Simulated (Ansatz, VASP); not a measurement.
**One calculation of HfN, two programs**

Contents of INCAR:

```
SYSTEM = HfN
ALGO     = Normal         ! electronic algorithm
EDIFF    = 1E-6           ! SCF threshold, eV
ENCUT    = 600            ! plane-wave cutoff, eV
GGA      = PS             ! functional
GGA_COMPAT= .FALSE.      
ISIF     = 2              ! what is computed and relaxed
ISMEAR   = -1             ! smearing method
LASPH    = .TRUE.         ! aspherical terms in the spheres
LCHARG   = .TRUE.         ! write CHGCAR
LELF     = .TRUE.         ! ELF
LREAL    = .FALSE.        ! projectors in reciprocal space
LVHAR    = .TRUE.       
LWAVE    = .FALSE.        ! write WAVECAR
NBANDS   = 14             ! bands
NELM     = 120            ! most SCF steps
PREC     = Accurate       ! precision mode
SIGMA    = 0.01           ! smearing width, eV
```

Contents of KPOINTS:

```
k-points
0
G
  10 10 10
  0 0 0
```

File POSCAR:

```
HfN
1.0
    0.0000000000      2.2739607009      2.2739607009
    2.2739607009      0.0000000000      2.2739607009
    2.2739607009      2.2739607009      0.0000000000
Hf N
1 1
Direct
    0.0000000000      0.0000000000      0.0000000000
    0.5000000000      0.5000000000      0.5000000000
```

Input for Ansatz:

```yaml
crystal:
  lattice:
    - [0.0, 2.2739607009, 2.2739607009]
    - [2.2739607009, 0.0, 2.2739607009]
    - [2.2739607009, 2.2739607009, 0.0]
  atoms:
    - { symbol: Hf, position: [0.0, 0.0, 0.0] }
    - { symbol: "N", position: [0.5, 0.5, 0.5] }
kpoints:
  mp_grid: { grid: [10, 10, 10] }
  band_path:
    path:
      - [0.0, 0.0, 0.0]
      - [0.5, 0.0, 0.5]
      - [0.625, 0.25, 0.625]
      - [0.375, 0.375, 0.75]
      - [0.0, 0.0, 0.0]
      - [0.5, 0.5, 0.5]
      - [0.5, 0.25, 0.75]
      - [0.5, 0.0, 0.5]
    npoints: 5
scf:
  occupations: { method: fermi_dirac, width: 0.01 }
hamiltonian:
  xc: pbesol
  pseudopotentials: { kind: all_electron, lapw: { basis_error: 0.0005 } }
output:
  forces: true
  stress: true
  eigenvalues: true
```

Change from the starting cell: volume scaled by 1.02.

Alike in both runs: task single point; functional PBEsol; k mesh 10 × 10 × 10; occupations fermi-dirac, width 0.01 eV; no spin polarisation.

|  | VASP | Ansatz |
| --- | --- | --- |
| version | VASP 6.6.1 | Ansatz 0.2.0 |
| potentials or method | VASP PAW PBE potentials, release 64 (Hf_pv, N), cutoff 600 eV | all-electron LAPW, scalar-relativistic |

```tsv
	VASP	Ansatz	Ansatz less VASP
pressure (GPa)	-10.4	-8.1	+2.27
```

VASP's potentials were made for PBE, not for PBEsol. Ansatz ran all-electron here, and VASP with PAW potentials.

Spin-orbit coupling is off throughout.
